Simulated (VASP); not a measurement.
Runs of VASP 6.6.1 on Se. The structure is that of space group Fm-3m (No. 225), or close to it. The cells are those of the table. This isn't the form of Se at room conditions, which is trigonal, of chains.

```tsv
task	level	cell	k mesh	cutoff (eV)	grid for exact exchange (PRECFOCK)	share of exact exchange	screening parameter	gap on the mesh (eV)	pressure (GPa)
single point	PBE	a = 3.187 Å, angles 60.0°, 1 atom	20 × 20 × 20	520	-	-	-	none	-6.0
single point	PBE	a = 3.028 Å, angles 60.0°, 1 atom	20 × 20 × 20	520	-	-	-	none	2.9
single point	PBE	a = 2.985 Å, angles 60.0°, 1 atom	20 × 20 × 20	520	-	-	-	none	6.8
single point	PBE	a = 3.069 Å, angles 60.0°, 1 atom	6 × 6 × 6	520	-	-	-	none	0.0
single point	PBE	a = 3.110 Å, angles 60.0°, 1 atom	20 × 20 × 20	520	-	-	-	none	-2.6
single point	PBE	a = 3.149 Å, angles 60.0°, 1 atom	20 × 20 × 20	520	-	-	-	none	(a)
single point	HSE06	a = 3.069 Å, angles 60.0°, 1 atom	6 × 6 × 6	520	Normal	0.25	0.2079 1/Å	none	(b)
single point	PBE	a = 3.069 Å, angles 60.0°, 1 atom	20 × 20 × 20	520	-	-	-	none	-0.1
single point	PBE	a = 3.069 Å, angles 60.0°, 1 atom	12 × 12 × 12	520	-	-	-	none	0.0
relaxation of cell and atoms	PBE	relaxed from a = 3.136 Å, angles 60.0°, 1 atom	12 × 12 × 12	600	-	-	-	none	0.0
single point	PBE	a = 2.941 Å, angles 60.0°, 1 atom	20 × 20 × 20	520	-	-	-	none	(c)
```

Alike in all rows: potentials or basis VASP PAW PBE potentials, release 64 (Se); no spin polarisation; smearing fermi-dirac 0.1 eV.

Problem. Fill in the values left out.

Solution. (a) -4.5; (b) -4.1; (c) 11.6.

Caveats: some runs use coarse meshes; the cell stands under tension (at least some runs); the cell stands under pressure (at least some runs); the PAW data sets were made with another functional, which shifts forces and pressure a little (at least some runs).

A k mesh can miss the band edges, and the runs leave out spin-orbit coupling on Se.

A gap of «none» marks levels without a gap at the run's occupations.
